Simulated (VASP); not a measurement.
Write the native input for VASP 6.6.1 that does the following.

```yaml
Task: single point
Functional: PBE
Potentials_or_basis: VASP PAW PBE potentials, release 64 (Sr_sv, Tl_d, O)
Cutoff: 600 eV
k_mesh: 6 × 6 × 1
Occupations: gaussian, width 0.1 eV
Spin: no spin polarisation
Dipole_correction: no
Further_INCAR_settings: ALGO = Normal; EDIFF = 1e-06; NBANDS = 63
```

The structure of Sr2TlO3 lies in POSCAR:

```
Sr2TlO3
1.0
    3.5847139770      0.0000000000      0.0000000000
   -1.7923569885      3.1044533694      0.0000000000
    0.0000000000      0.0000000000     20.6675691836
Sr Tl O
4 2 6
Direct
    0.3333333333      0.6666666667      0.9280000000
    0.6666666667      0.3333333333      0.4280000000
    0.6666666667      0.3333333333      0.0720000000
    0.3333333333      0.6666666667      0.5720000000
    0.0000000000      0.0000000000      0.2500000000
    0.0000000000      0.0000000000      0.7500000000
    0.0000000000      0.0000000000      0.5000000000
    0.0000000000      0.0000000000      0.0000000000
    0.3333333333      0.6666666667      0.3650000000
    0.6666666667      0.3333333333      0.8650000000
    0.6666666667      0.3333333333      0.6350000000
    0.3333333333      0.6666666667      0.1350000000
```

The input as run:

INCAR

```
SYSTEM = Sr2TlO3
PREC     = Accurate       ! precision mode
ENCUT    = 600            ! plane-wave cutoff, eV
EDIFF    = 1E-6           ! SCF threshold, eV
ISMEAR   = 0              ! smearing method
SIGMA    = 0.1            ! smearing width, eV
LREAL    = .False.        ! projectors in reciprocal space
LASPH    = .True.         ! aspherical terms in the spheres
NELM     = 120            ! most SCF steps
ALGO     = Normal         ! electronic algorithm
ISIF     = 2              ! what is computed and relaxed
LWAVE    = .False.        ! write WAVECAR
LCHARG   = .False.        ! write CHGCAR
GGA      = PE             ! functional
NBANDS   = 63             ! bands
GGA_COMPAT= .False.
```

KPOINTS

```
regular mesh
0
Gamma
  6 6 1
  0 0 0
```

Potentials or basis: VASP PAW PBE potentials, release 64 (Sr_sv, Tl_d, O).

Command:

```bash
$ cat potpaw_PBE.64/Sr_sv/POTCAR potpaw_PBE.64/Tl_d/POTCAR potpaw_PBE.64/O/POTCAR > POTCAR
$ mpirun -np 1 vasp_std > vasp.out
```

It gave:

```yaml
Pressure: 2.5 GPa
Largest_force: 0.909 eV/Å
Band_gap_on_the_k_mesh: zero (bands 51 and 52 overlap by 0.23 eV)
```

Caveat: the stress differs along the axes, from -4 to 6 GPa; spin-orbit coupling is left out, which moves the levels of the heavy elements.

It took 4.2 min on 1 thread of Intel(R) Xeon(R) Platinum 8259CL CPU @ 2.50GHz (Skylake/Cascade Lake) (shared host), peak memory 0.45 GiB.
